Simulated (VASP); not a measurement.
A run of VASP 6.6.1 is set up as follows.

INCAR

```
PREC = Accurate
ENCUT = 520
EDIFF = 1E-6
ISMEAR = 0
SIGMA = 0.1
LREAL = F
LASPH = T
NELM = 100
ALGO = Normal
ISIF = 2
LWAVE = F
LCHARG = T
GGA = PS
LELF = T
LVHAR = T
NBANDS = 33
```

Contents of KPOINTS:

```
Automatic mesh
0
Gamma
  12 12 12
```

Contents of POSCAR:

```
TaN
1.0
    5.0196756094      0.0000000000      0.0000000000
   -2.5098378047      4.3471665965      0.0000000000
    0.0000000000      0.0000000000      2.8690496401
Ta N
3 3
Direct
    0.0000000000      0.0000000000      0.0000000000
    0.3333333333      0.6666666667      0.5000000000
    0.6666666667      0.3333333333      0.5000000000
    0.5000000000      0.0000000000      0.0000000000
    0.5000000000      0.5000000000      0.0000000000
    0.0000000000      0.5000000000      0.0000000000
```

Potentials or basis: VASP PAW PBE potentials, release 64 (Ta_pv, N).

Launch:

```sh
$ cat potpaw_PBE.64/Ta_pv/POTCAR potpaw_PBE.64/N/POTCAR > POTCAR
$ mpirun -np 1 vasp_std > vasp.out
```

Task: Predict the band gap on the k mesh.

Result: Zero (band 24 reaches 9.97 eV, above the bottom of band 25 at 7.52 eV).

Task: Estimate the pressure.

Result: 31.5 GPa.

Stress tensor (GPa, compression positive):
```
31.30  0.00  0.00
 0.00 31.30  0.00
 0.00  0.00 31.88
```

Caveat: the PAW data sets were made with another functional, which shifts forces and pressure a little; spin-orbit coupling is left out, which moves the levels of the heavy elements.
